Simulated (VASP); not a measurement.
Input of a VASP 6.6.1 run:

Contents of INCAR:

```
SYSTEM = H4CO
  ALGO = Normal
  EDIFF = 1E-6
  ENCUT = 520
  GGA = PE
  GGA_COMPAT = .False.
  ISIF = 2
  ISMEAR = -1
  IVDW = 12
  LASPH = .True.
  LCHARG = .False.
  LREAL = Auto
  LWAVE = .False.
  NBANDS = 66
  NELM = 120
  PREC = Accurate
  SIGMA = 0.05
```

File KPOINTS:

```
k-points
0
Gamma
  1 1 1
  0 0 0
```

File POSCAR:

```
H4CO
1.0
    6.8512850000      0.0000000000      0.0000000000
    0.0000000000      6.8512850000      0.0000000000
    0.0000000000      0.0000000000      6.8512850000
C O H
6 6 24
Direct
    0.1202402177      0.6938552403      0.7577410661
    0.6538043593      0.3878542492      0.5186180403
    0.2234617302      0.5495027575      0.2841072879
    0.5573261074      0.3435413941      1.0516421372
    0.9969078793      0.1529786018      0.2460706276
    0.5877291632      0.9121354607      0.6663275575
   -0.0426927211      0.6700494871      0.8844618199
    0.7838529561      0.3392648240      0.6729978391
    0.0653016186      0.6799308451      0.2599220438
    0.3977793947      0.2358097787      0.9648409021
    1.1886091441      0.0638274426      0.2281177910
    0.7545737770      0.9739778742      0.7736212988
    0.2150253566      0.5630476619      0.7639588778
   -0.1322963502      0.7782919555      0.8507017297
    0.0641631460      0.7090640661      0.5988803560
    0.2221335122      0.8091474811      0.7975292226
    0.6338956853      0.2538209985      0.4261828256
    0.8331137881      0.4619133491      0.7345629324
    0.5164286700      0.4445297488      0.5818470550
    0.7208720700      0.4931629614      0.4208699536
    0.1962989425      0.4474197176      0.4191914364
    0.0243166063      0.6531767398      0.1173356531
    0.2529014630      0.4495215131      0.1573865341
    0.3589545611      0.6329907455      0.3085406606
    0.5438979695      0.3546196079      1.2149399711
    0.3369148999      0.1511395308      1.0682083726
    0.7023499971      0.2746929955      1.0109198493
    0.5510645083      0.4862883386      0.9778603576
    0.9991410370      0.3073146132      0.1993640609
    1.1613587816     -0.0809483185      0.2526095470
    0.8867241693      0.0683959286      0.1591964135
    0.9538940505      0.1541900534      0.4035885239
    0.6166872346      0.9283368011      0.5032778523
    0.7641048358      1.1141705534      0.7812549033
    0.5756584349      0.7533477297      0.6990221542
    0.4598991284      0.9955066823      0.7144061297
```

Potentials or basis: VASP PAW PBE potentials, release 64 (C, O, H).

Launch:

```bash
$ cat potpaw_PBE.64/C/POTCAR potpaw_PBE.64/O/POTCAR potpaw_PBE.64/H/POTCAR > POTCAR
$ mpirun -np 1 vasp_gam > vasp.out
```

**Question.** Predict the pressure.

**Answer.** -1.1 GPa.

**Question.** Estimate the band gap on the k mesh.

**Answer.** 4.80 eV.

**Question.** Predict the dispersion energy per atom.

**Answer.** -0.043 eV.

Stress tensor (GPa, compression positive):
```
 0.05 -0.35  0.11
-0.35 -0.61 -0.44
 0.11 -0.44 -2.61
```

Caveat: the k points lie up to 0.92 Å⁻¹ apart; the atoms stand as in a frame of molecular dynamics.
